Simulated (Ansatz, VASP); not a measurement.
## One calculation of Zr2B3, two programs

INCAR

```
ALGO = Normal
EDIFF = 1E-7
EDIFFG = -0.04
ENCUT = 600
GGA = PE
IBRION = 2
ISIF = 3
ISMEAR = 0
LASPH = T
LCHARG = F
LREAL = F
LWAVE = F
NELM = 100
NSW = 90
PREC = Accurate
SIGMA = 0.1
```

The input KPOINTS:

```
k-points
0
Gamma
  4 4 4
```

Contents of POSCAR:

```
Zr2B3
1.0
    3.9970270900      0.0000000000      0.0000000000
    0.0000000000      3.9970270900      0.0000000000
    0.0000000000      0.0000000000      3.9970270900
Zr B
2 3
Direct
    0.0000000000      0.0000000000      0.0000000000
    0.5000000000      0.5000000000      0.5000000000
    0.5000000000      0.0000000000      0.0000000000
    0.0000000000      0.5000000000      0.0000000000
    0.0000000000      0.0000000000      0.5000000000
```

Input for Ansatz:

```yaml
crystal:
  lattice:
    - [3.99702709, 0.0, 0.0]
    - [0.0, 3.99702709, 0.0]
    - [0.0, 0.0, 3.99702709]
  atoms:
    - { symbol: Zr, position: [0.0, 0.0, 0.0] }
    - { symbol: Zr, position: [0.5, 0.5, 0.5] }
    - { symbol: B, position: [0.5, 0.0, 0.0] }
    - { symbol: B, position: [0.0, 0.5, 0.0] }
    - { symbol: B, position: [0.0, 0.0, 0.5] }
basis:
  ecutwfc: 420
kpoints:
  mp_grid: { grid: [4, 4, 4] }
hamiltonian:
  xc: pbe
scf:
  occupations: { method: gaussian, width: 0.1 }
  lower_state_search: "off"
output:
  forces: true
  stress: true
  eigenvalues: true
relax:
  adjacent_minimum: "off"
  f_tol: 0.04
  max_steps: 70
  cell: { stress_tol: 0.4 }
```

Alike in both runs: task relaxation of cell and atoms; functional PBE; k mesh 4 × 4 × 4; occupations gaussian, width 0.1 eV; no spin polarisation.

```csv
,VASP,Ansatz
version,VASP 6.6.1,Ansatz 0.2.0
potentials or method,"VASP PAW PBE potentials, release 64 (Zr_sv, B), cutoff 600 eV","scalar-relativistic, plane waves, PAW"
valence electrons in the cell,33,33
```

Ansatz gave:

| Quantity | Value |
| --- | --- |
| gap on the k mesh at the Fermi level, each at its own relaxed structure (eV) | none |
| relaxed volume (Å³/atom) | 15.03 |
| relaxed cell length with the largest relative difference (Å) | 4.220 |

Question: Which values does VASP return?

Answer: gap on the k mesh at the Fermi level, each at its own relaxed structure (eV): none; relaxed volume (Å³/atom): 15.07; relaxed cell length with the largest relative difference (Å): 4.224.

A gap of «none» marks a metal or a gap that the smearing closes.

The k mesh is coarse, so the values compare programs but aren't converged. Noted on VASP's run: the volume moved by over 15 % at a fixed basis, so the end points are rough.
